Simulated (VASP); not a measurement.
Here is a VASP 6.6.1 calculation.

POSCAR

```
AlN
1.0
    0.0000000000      1.9929855707      1.9929855707
    1.9929855707      0.0000000000      1.9929855707
    1.9929855707      1.9929855707      0.0000000000
Al N
1 1
Direct
    0.5000000000      0.5000000000      0.5000000000
    0.0000000000      0.0000000000      0.0000000000
```

INCAR.step1

```
  PREC = Accurate
  ENCUT = 520
  ISMEAR = -1
  SIGMA = 0.05
  LREAL = False
  LASPH = True
  NELM = 60
  NBANDS = 11
  GGA = PE
  ALGO = Normal
  EDIFF = 1E-4
  LWAVE = True
  LCHARG = False
```

The input INCAR.step2:

```
  PREC = Accurate
  ENCUT = 520
  EDIFF = 1E-7
  ISMEAR = -1
  SIGMA = 0.05
  LREAL = False
  LASPH = True
  NELM = 60
  ALGO = Normal
  ISIF = 2
  LWAVE = False
  LCHARG = True
  METAGGA = R2SCAN
  LMIXTAU = True
  LELF = True
  LVHAR = True
  NBANDS = 11
  ISTART = 1
```

Contents of KPOINTS:

```
regular mesh
0
Gamma
  11 11 11
```

Potentials or basis: VASP PAW PBE potentials, release 64 (Al, N).

The run is started by

```console
$ cat potpaw_PBE.64/Al/POTCAR potpaw_PBE.64/N/POTCAR > POTCAR
$ cp INCAR.step1 INCAR
$ mpirun -np 1 vasp_std > vasp.out
$ cp INCAR.step2 INCAR
$ mpirun -np 1 vasp_std > vasp.out
```

Estimate the band gap on the k mesh.

5.98 eV, indirect (least direct gap 7.17 eV).

Estimate the pressure.

10.7 GPa.

Caveat: the PAW data sets were made with another functional, which shifts forces and pressure a little. r2SCAN opens gaps a little over a GGA but as a rule still falls short of measured ones.
